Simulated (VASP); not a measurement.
A run of VASP 6.6.1 is set up as follows.

File INCAR:

```
  ALGO = Normal
  EDIFF = 1E-6
  ENCUT = 520
  ISIF = 2
  ISMEAR = -1
  LASPH = True
  LCHARG = True
  LELF = True
  LREAL = False
  LVHAR = True
  LWAVE = False
  NBANDS = 12
  NELM = 80
  PREC = Accurate
  SIGMA = 0.05
```

File KPOINTS:

```
k-points
0
Gamma
  16 16 16
```

POSCAR

```
Ga
1.0
   -1.3124459832      1.3124459832      1.3124459832
    1.3124459832     -1.3124459832      1.3124459832
    1.3124459832      1.3124459832     -1.3124459832
Ga
1
Direct
    0.0000000000      0.0000000000      0.0000000000
```

Potentials or basis: VASP PAW LDA potentials, release 64 (Ga_d).

Command:

```console
$ cat potpaw_LDA.64/Ga_d/POTCAR > POTCAR
$ mpirun -np 1 vasp_std > vasp.out
```

(1) Predict the pressure.

## Answers

(1) 202.3 GPa.
